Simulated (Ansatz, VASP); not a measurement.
## One calculation of NbRu3C, two programs

```
CELL_PARAMETERS angstrom
4.06514 0.00000 0.00000
0.00000 4.06514 0.00000
0.00000 0.00000 4.06514
ATOMIC_POSITIONS crystal
Ru 0.50000 0.50000 0.00000
Ru 0.50000 0.00000 0.50000
Ru 0.00000 0.50000 0.50000
Nb 0.00000 0.00000 0.00000
C 0.50000 0.50000 0.50000
```

Alike in both runs: task single point; functional PBE; k mesh 7 × 7 × 7; occupations fermi-dirac, width 0.05 eV; no spin polarisation.

|  | VASP | Ansatz |
| --- | --- | --- |
| version | VASP 6.6.1 | Ansatz 0.2.0 |
| potentials or method | VASP PAW PBE potentials, release 64 (Ru_pv, Nb_sv, C) | Ansatz PAW |
| plane-wave cutoff (eV) | 520 | 420 |
| valence electrons in the cell | 59 | 65 |

VASP gave:

| Property | Result |
| --- | --- |
| gap on the k mesh at the Fermi level (eV) | none |
| pressure (GPa) | -3.5 |

Q: What did Ansatz give for the same quantities?

A: gap on the k mesh at the Fermi level (eV): none; pressure (GPa): -3.4.

A gap of «none» marks a metal or a gap that the smearing closes. With one functional, cell and mesh, what is left measures potentials, basis and numerics. VASP's potentials hold 59 valence electrons a cell and Ansatz's 65, so a difference there can come from the potentials and not from the codes.
